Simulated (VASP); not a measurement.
Input of a VASP 6.6.1 run:

The input POSCAR:

```
Cd
1.0
    2.9588769815      0.0000000000      0.0000000000
   -1.4794384907      2.5624626327      0.0000000000
    0.0000000000      0.0000000000      5.5799465150
Cd
2
Direct
    0.6666666667      0.3333333333      0.7500000000
    0.3333333333      0.6666666667      0.2500000000
```

The input INCAR.step1:

```
SYSTEM = Cd
PREC     = Accurate       ! precision mode
ENCUT    = 700            ! plane-wave cutoff, eV
ISMEAR   = -1             ! smearing method
SIGMA    = 0.05           ! smearing width, eV
LREAL    = .False.        ! projectors in reciprocal space
LASPH    = .True.         ! aspherical terms in the spheres
NELM     = 120            ! most SCF steps
NBANDS   = 27             ! bands
GGA      = PE             ! functional
ALGO     = Normal         ! electronic algorithm
EDIFF    = 1E-5           ! SCF threshold, eV
LWAVE    = .True.         ! write WAVECAR
LCHARG   = .False.        ! write CHGCAR
GGA_COMPAT= .False.
```

INCAR.step2

```
SYSTEM = Cd
PREC     = Accurate       ! precision mode
ENCUT    = 700            ! plane-wave cutoff, eV
EDIFF    = 1E-6           ! SCF threshold, eV
ISMEAR   = -1             ! smearing method
SIGMA    = 0.05           ! smearing width, eV
LREAL    = .False.        ! projectors in reciprocal space
LASPH    = .True.         ! aspherical terms in the spheres
NELM     = 120            ! most SCF steps
ALGO     = Normal         ! electronic algorithm
ISIF     = 2              ! what is computed and relaxed
LWAVE    = .False.        ! write WAVECAR
LCHARG   = .True.         ! write CHGCAR
METAGGA  = R2SCAN         ! meta-GGA
LMIXTAU  = .True.       
LELF     = .True.         ! ELF
LVHAR    = .True.       
NBANDS   = 27             ! bands
ISTART   = 1            
GGA_COMPAT= .False.
```

Contents of KPOINTS:

```
Automatic mesh
0
Gamma
  10 10 5
  0 0 0
```

Potentials or basis: VASP PAW PBE potentials, release 64 (Cd_sv_GW).

Command:

```bash
$ cat potpaw_PBE.64/Cd_sv_GW/POTCAR > POTCAR
$ cp INCAR.step1 INCAR
$ mpirun -np 1 vasp_std > vasp.out
$ cp INCAR.step2 INCAR
$ mpirun -np 1 vasp_std > vasp.out
```

Question: Predict the pressure.

Answer: 1.8 GPa.

Question: Predict the band gap on the k mesh.

Answer: Zero (bands 20 and 21 overlap by 4.26 eV).

Stress tensor (GPa, compression positive):
```
2.05 0.00 0.00
0.00 2.05 0.00
0.00 0.00 1.28
```

Caveat: the PAW data sets were made with another functional, which shifts forces and pressure a little.
